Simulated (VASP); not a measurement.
A run of VASP 6.6.1 is set up as follows.

File INCAR:

```
ALGO = Normal
EDIFF = 1E-6
EDIFFG = -0.01
ENCUT = 600
GGA = RP
IBRION = 2
ISIF = 3
ISMEAR = -1
LASPH = True
LCHARG = False
LREAL = False
LWAVE = False
NELM = 80
NSW = 80
PREC = Accurate
SIGMA = 0.1
```

Contents of KPOINTS:

```
k-points
0
Gamma
  14 14 8
```

Contents of POSCAR:

```
Co
1.0
    2.5070990085      0.0000000000      0.0000000000
   -1.2535495042      2.1712114311      0.0000000000
    0.0000000000      0.0000000000      4.0686000000
Co
2
Direct
    0.3333333333      0.6666666667      0.2500000000
    0.6666666667      0.3333333333      0.7500000000
```

Potentials or basis: VASP PAW PBE potentials, release 64 (Co).

Run with:

```console
$ cat potpaw_PBE.64/Co/POTCAR > POTCAR
$ mpirun -np 1 vasp_std > vasp.out
```

(1) Predict the band gap on the k mesh.

(2) Estimate the space group after relaxing (to 0.1 Å).

(3) Estimate the relaxed cell.

## Answers

(1) zero (bands 9 and 10 overlap by 1.51 eV).

(2) P6_3/mmc (No. 194).

(3) a = 2.476 Å, b = 2.476 Å, c = 3.988 Å, α = 90.00°, β = 90.00°, γ = 120.00°.

Caveat: the run has no spin polarisation, though such a crystal can be magnetic.
